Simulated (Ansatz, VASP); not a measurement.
## GaP in VASP and in Ansatz

File POSCAR:

```
GaP
1.0
    0.0000000000      2.8070075000      2.7252500000
    2.7252500000      0.0000000000      2.7252500000
    2.7252500000      2.8070075000      0.0000000000
Ga P
1 1
Direct
    0.0000000000      0.0000000000      0.0000000000
    0.7500000000      0.7500000000      0.7500000000
```

File INCAR.step1:

```
SYSTEM = GaP
  PREC = Accurate
  ENCUT = 520
  ISMEAR = 0
  SIGMA = 0.05
  LREAL = .False.
  LASPH = .True.
  NELM = 80
  NBANDS = 16
  GGA = PE
  ALGO = Normal
  EDIFF = 1E-4
  LWAVE = .True.
  LCHARG = .False.
```

Contents of INCAR.step2:

```
SYSTEM = GaP
  PREC = Accurate
  ENCUT = 520
  EDIFF = 1E-7
  ISMEAR = 0
  SIGMA = 0.05
  LREAL = .False.
  LASPH = .True.
  NELM = 80
  ALGO = Normal
  ISIF = 2
  LWAVE = .False.
  LCHARG = .True.
  METAGGA = R2SCAN
  LMIXTAU = .True.
  LELF = .True.
  LVHAR = .True.
  NBANDS = 16
  ISTART = 1
```

The input KPOINTS:

```
regular mesh
0
Gamma
  8 8 8
  0 0 0
```

Input for Ansatz:

```yaml
crystal:
  lattice:
    - [0.0, 2.8070075, 2.72525]
    - [2.72525, 0.0, 2.72525]
    - [2.72525, 2.8070075, 0.0]
  atoms:
    - { symbol: Ga, position: [0.0, 0.0, 0.0] }
    - { symbol: P, position: [0.75, 0.75, 0.75] }
basis:
  ecutwfc: 500
kpoints:
  mp_grid: { grid: [8, 8, 8] }
hamiltonian:
  xc: r2scan
scf:
  occupations: { method: gaussian, width: 0.05 }
output:
  forces: true
  stress: true
  eigenvalues: true
```

Change from the starting cell: strain +0.0300 x Voigt [0, 1, 0, 0, 0, 0], atoms carried along.

Alike in both runs: task single point; functional r2SCAN; k mesh 8 × 8 × 8; occupations gaussian, width 0.05 eV; no spin polarisation.

|  | VASP | Ansatz |
| --- | --- | --- |
| version | VASP 6.6.1 | Ansatz 0.2.0 |
| potentials or method | VASP PAW PBE potentials, release 64 (Ga_d, P), cutoff 520 eV | scalar-relativistic, plane waves, PAW |
| valence electrons in the cell | 18 | 18 |

```tsv
	VASP	Ansatz	Ansatz less VASP
gap on the k mesh at the Fermi level (eV)	1.79	1.79	-0.008
least direct gap on the mesh (eV)	2.02	2.04	+0.020
pressure (GPa)	-2.5	-2.4	+0.07
traceless stress, the component that is largest in VASP (GPa)	-1.69	-1.68	+0.010
```

VASP's potentials were made for PBE, not for r2SCAN. The functional is the same, so the differences come from potentials, cutoffs and numerics.
